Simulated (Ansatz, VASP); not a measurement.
**One calculation of Si3C2, two programs**

File INCAR:

```
SYSTEM = Si3C2
PREC = Accurate
ENCUT = 520
EDIFF = 1E-6
ISMEAR = 0
SIGMA = 0.1
LREAL = .FALSE.
LASPH = .TRUE.
NELM = 100
ALGO = Normal
ISIF = 2
LWAVE = .FALSE.
LCHARG = .TRUE.
GGA = PE
LELF = .TRUE.
LVHAR = .TRUE.
NBANDS = 31
```

KPOINTS

```
regular mesh
0
G
  6 6 1
  0 0 0
```

POSCAR

```
Si3C2
1.0
    2.6702897000      0.0000000000      0.0000000000
   -1.3351448500      2.3125387100      0.0000000000
    0.0000000000      0.0000000000     23.0654654800
Si C
6 4
Direct
    0.3333333300      0.6666666700      0.7500000000
    0.3333333300      0.6666666700      0.9500000000
    0.3333333300      0.6666666700      0.1500000000
    0.6666666700      0.3333333300      0.8500000000
    0.6666666700      0.3333333300      0.0500000000
    0.6666666700      0.3333333300      0.2500000000
    0.3333333300      0.6666666700      0.3500000000
    0.3333333300      0.6666666700      0.5500000000
    0.6666666700      0.3333333300      0.4500000000
    0.6666666700      0.3333333300      0.6500000000
```

Input for Ansatz:

```yaml
crystal:
  lattice:
    - [2.6702897, 0.0, 0.0]
    - [-1.33514485, 2.31253871, 0.0]
    - [0.0, 0.0, 23.06546548]
  atoms:
    - { symbol: Si, position: [0.33333333, 0.66666667, 0.75] }
    - { symbol: Si, position: [0.33333333, 0.66666667, 0.95] }
    - { symbol: Si, position: [0.33333333, 0.66666667, 0.15] }
    - { symbol: Si, position: [0.66666667, 0.33333333, 0.85] }
    - { symbol: Si, position: [0.66666667, 0.33333333, 0.05] }
    - { symbol: Si, position: [0.66666667, 0.33333333, 0.25] }
    - { symbol: C, position: [0.33333333, 0.66666667, 0.35] }
    - { symbol: C, position: [0.33333333, 0.66666667, 0.55] }
    - { symbol: C, position: [0.66666667, 0.33333333, 0.45] }
    - { symbol: C, position: [0.66666667, 0.33333333, 0.65] }
basis:
  ecutwfc: 420
kpoints:
  mp_grid: { grid: [6, 6, 1] }
hamiltonian:
  xc: pbe
scf:
  occupations: { method: gaussian, width: 0.1 }
  lower_state_search: "off"
output:
  forces: true
  stress: true
  eigenvalues: true
```

Alike in both runs: task single point; functional PBE; k mesh 6 × 6 × 1; occupations gaussian, width 0.1 eV; no spin polarisation.

```csv
,VASP,Ansatz
version,VASP 6.6.1,Ansatz 0.2.0
potentials or method,"VASP PAW PBE potentials, release 64 (Si, C), cutoff 520 eV","scalar-relativistic, plane waves, PAW"
valence electrons in the cell,40,40
```

|  | VASP | Ansatz | Ansatz less VASP |
| --- | --- | --- | --- |
| gap on the k mesh at the Fermi level (eV) | none | none | - |
| pressure (GPa) | -11.5 | -11.5 | +0.01 |
| traceless stress, the component that is largest in VASP (GPa) | 0.24 | 0.24 | +0.001 |
| rms of the force components (eV/Å) | 0.317 | 0.318 | +0.0008 |

Atom by atom the forces differ by 0.001 eV/Å (rms over components). A gap of «none» marks a metal or a gap that the smearing closes.

The k mesh is coarse, so the values compare programs but aren't converged.
